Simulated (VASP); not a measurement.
Wanted: the native input for a VASP 6.6.1 run.

```
Task                   : single point
Functional             : PBE
Potentials or basis    : VASP PAW PBE potentials, release 64 (Cs_sv, I)
Cutoff                 : 500 eV
k mesh                 : 6 × 6 × 6
Occupations            : gaussian, width 0.05 eV
Spin                   : no spin polarisation
Dipole correction      : no
Further INCAR settings : ALGO = Normal; EDIFF = 1e-06; NBANDS = 15
```

The structure of CsI lies in POSCAR:

```
CsI
1.0
    4.5667000000      0.0000000000      0.0000000000
    0.0000000000      4.5667000000      0.0000000000
    0.0000000000      0.0000000000      4.6466172500
Cs I
1 1
Direct
    0.0000000000      0.0000000000      0.0000000000
    0.5000000000      0.5000000000      0.5000000000
```

This cell differs from its parent crystal: strain +0.0175 x Voigt [0, 0, 1, 0, 0, 0].

One way to write it, as run:

INCAR

```
SYSTEM = CsI
ALGO = Normal ; EDIFF = 1E-6
ENCUT = 500 ; GGA = PE
GGA_COMPAT = .False. ; ISIF = 2
ISMEAR = 0 ; LASPH = .True.
LCHARG = .False. ; LREAL = .False.
LWAVE = .False. ; NBANDS = 15
NELM = 120 ; PREC = Accurate
SIGMA = 0.05
```

KPOINTS

```
k-points
0
Gamma
  6 6 6
  0 0 0
```

Potentials or basis: VASP PAW PBE potentials, release 64 (Cs_sv, I).

Launch:

```bash
$ cat potpaw_PBE.64/Cs_sv/POTCAR potpaw_PBE.64/I/POTCAR > POTCAR
$ mpirun -np 1 vasp_std > vasp.out
```

It gave:

```json
{
 "Pressure": "0.6 GPa",
 "Band gap on the k mesh": "3.79 eV (least direct gap 3.88 eV)"
}
```

Caveat: the cell differs from its parent crystal (strain +0.0175 x Voigt [0, 0, 1, 0, 0, 0]); spin-orbit coupling is left out, which moves the levels of the heavy elements.

Wall time 68 s on 1 thread of Intel Xeon 8259CL, with other jobs on the host, peak memory 0.23 GiB.
